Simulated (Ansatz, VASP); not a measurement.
Two plane-wave programs on Sb

Contents of INCAR:

```
PREC     = Accurate       # precision mode
ENCUT    = 520            # plane-wave cutoff, eV
EDIFF    = 1E-7           # SCF threshold, eV
ISMEAR   = 0              # smearing method
SIGMA    = 0.15           # smearing width, eV
LREAL    = False          # projectors in reciprocal space
LASPH    = True           # aspherical terms in the spheres
NELM     = 80             # most SCF steps
ALGO     = Fast           # electronic algorithm
ISIF     = 2              # what is computed and relaxed
LWAVE    = False          # write WAVECAR
LCHARG   = True           # write CHGCAR
GGA      = PS             # functional
LELF     = True           # ELF
LVHAR    = True         
NBANDS   = 12             # bands
```

The input KPOINTS:

```
regular mesh
0
Gamma
  12 12 12
```

POSCAR

```
Sb
1.0
    2.1506003320      1.2416496806      3.7440000000
   -2.1506003320      1.2416496806      3.7440000000
    0.0000000000     -2.4832993611      3.7440000000
Sb
2
Direct
    0.1692009526      0.2678394729      0.3039436771
    0.7663600000      0.7663600000      0.7663600000
```

Input for Ansatz:

```yaml
crystal:
  lattice:
    - [2.150600332, 1.2416496806, 3.744]
    - [-2.150600332, 1.2416496806, 3.744]
    - [0.0, -2.4832993611, 3.744]
  atoms:
    - { symbol: Sb, position: [0.1692009526, 0.2678394729, 0.3039436771] }
    - { symbol: Sb, position: [0.76636, 0.76636, 0.76636] }
basis:
  ecutwfc: 420
kpoints:
  mp_grid: { grid: [12, 12, 12] }
hamiltonian:
  xc: pbesol
scf:
  occupations: { method: gaussian, width: 0.15 }
output:
  forces: true
  stress: true
  eigenvalues: true
  write_density: true
  write_potential: true
  elf: true
  volumetric_format: npy
```

Alike in both runs: task single point; functional PBEsol; k mesh 12 × 12 × 12; occupations gaussian, width 0.15 eV; no spin polarisation.

```csv
,VASP,Ansatz
version,VASP 6.6.1,Ansatz 0.2.0
potentials or method,"VASP PAW PBE potentials, release 64 (Sb), cutoff 520 eV","scalar-relativistic, plane waves, PAW"
valence electrons in the cell,10,30
```

```tsv
	VASP	Ansatz	Ansatz less VASP
gap on the k mesh at the Fermi level (eV)	none	none	-
pressure (GPa)	0.3	0.1	-0.18
traceless stress, the component that is largest in VASP (GPa)	1.67	1.62	-0.054
rms of the force components (eV/Å)	0.280	0.252	-0.0281
```

VASP's potentials were made for PBE, not for PBEsol. Atom by atom the forces differ by 0.031 eV/Å (rms over components). A gap of «none» marks a metal or a gap that the smearing closes. VASP's potentials hold 10 valence electrons a cell and Ansatz's 30, so a difference there can come from the potentials and not from the codes.

Neither program's run includes spin-orbit coupling.
